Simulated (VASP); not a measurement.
Set up this calculation in VASP 6.6.1, as the native input.

| Quantity | Value |
| --- | --- |
| Task | single point |
| Functional | PBEsol |
| Potentials or basis | VASP PAW PBE potentials, release 64 (K_sv, Br) |
| Cutoff | 520 eV |
| k mesh | 6 × 6 × 6 |
| Occupations | gaussian, width 0.05 eV |
| Spin | no spin polarisation |
| Dipole correction | no |
| Further INCAR settings | ALGO = Normal; EDIFF = 1e-06; NBANDS = 15 |

The structure of KBr lies in POSCAR:

```
KBr
1.0
    0.0000000000      3.1930066206      3.1930066206
    3.2748785852     -0.0818719646      3.2748785852
    3.2748785852      3.2748785852     -0.0818719646
K Br
1 1
Direct
    0.0000000000      0.0000000000      0.0000000000
    0.5000000000      0.5000000000      0.5000000000
```

This cell differs from its parent crystal: strain -0.0500 x Voigt [0, 0, 0, 1, 0, 0].

One way to write it, as run:

INCAR

```
ALGO = Normal
EDIFF = 1E-6
ENCUT = 520
GGA = PS
ISIF = 2
ISMEAR = 0
LASPH = True
LCHARG = False
LREAL = False
LWAVE = False
NBANDS = 15
NELM = 100
PREC = Accurate
SIGMA = 0.05
```

KPOINTS

```
k-points
0
Gamma
  6 6 6
```

Potentials or basis: VASP PAW PBE potentials, release 64 (K_sv, Br).

Launch:

```sh
$ cat potpaw_PBE.64/K_sv/POTCAR potpaw_PBE.64/Br/POTCAR > POTCAR
$ mpirun -np 1 vasp_std > vasp.out
```

It gave:

| Property | Result |
| --- | --- |
| Pressure | 0.1 GPa |
| Band gap on the k mesh | 4.27 eV, direct |

Caveat: the cell differs from its parent crystal (strain -0.0500 x Voigt [0, 0, 0, 1, 0, 0]); the PAW data sets were made with another functional, which shifts forces and pressure a little.

It took 30 s on 1 thread of Intel(R) Xeon(R) Platinum 8375C CPU @ 2.90GHz (Ice Lake) (shared host), peak memory 0.22 GiB.
